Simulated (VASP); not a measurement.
Wanted: the native input for a VASP 6.6.1 run.

* Task: single point
* Functional: PBE
* Potentials or basis: VASP PAW PBE potentials, release 64 (Zn, S)
* Cutoff: 520 eV
* k mesh: 12 × 12 × 4
* Occupations: gaussian, width 0.02 eV
* Spin: no spin polarisation
* Dipole correction: no
* Further INCAR settings: ALGO = Normal; EDIFF = 1e-07; NBANDS = 26

The structure of ZnS lies in POSCAR:

```
ZnS
1.0
    3.8440669355      0.0000000000      0.0000000000
   -1.9220334677      3.3290596200      0.0000000000
    0.0000000000      0.0000000000      6.4307359225
Zn S
2 2
Direct
    0.3333333333      0.6666666667      0.0016950057
    0.6666666667      0.3333333333      0.5016950057
    0.3333333333      0.6666666667      0.3733049943
    0.6666666667      0.3333333333      0.8733049943
```

These files were run (other wordings do the same):

INCAR

```
  PREC = Accurate
  ENCUT = 520
  EDIFF = 1E-7
  ISMEAR = 0
  SIGMA = 0.02
  LREAL = F
  LASPH = T
  NELM = 100
  ALGO = Normal
  ISIF = 2
  LWAVE = F
  LCHARG = F
  GGA = PE
  NBANDS = 26
```

KPOINTS

```
regular mesh
0
Gamma
  12 12 4
```

Potentials or basis: VASP PAW PBE potentials, release 64 (Zn, S).

The run is started by

```sh
$ cat potpaw_PBE.64/Zn/POTCAR potpaw_PBE.64/S/POTCAR > POTCAR
$ mpirun -np 1 vasp_std > vasp.out
```

Results of the run:

```
Pressure               : -1.1 GPa
Band gap on the k mesh : 1.94 eV
```

It took 49 s on 1 thread of Intel(R) Xeon(R) 6975P-C (Granite Rapids), with other jobs on the host, peak memory 0.25 GiB.
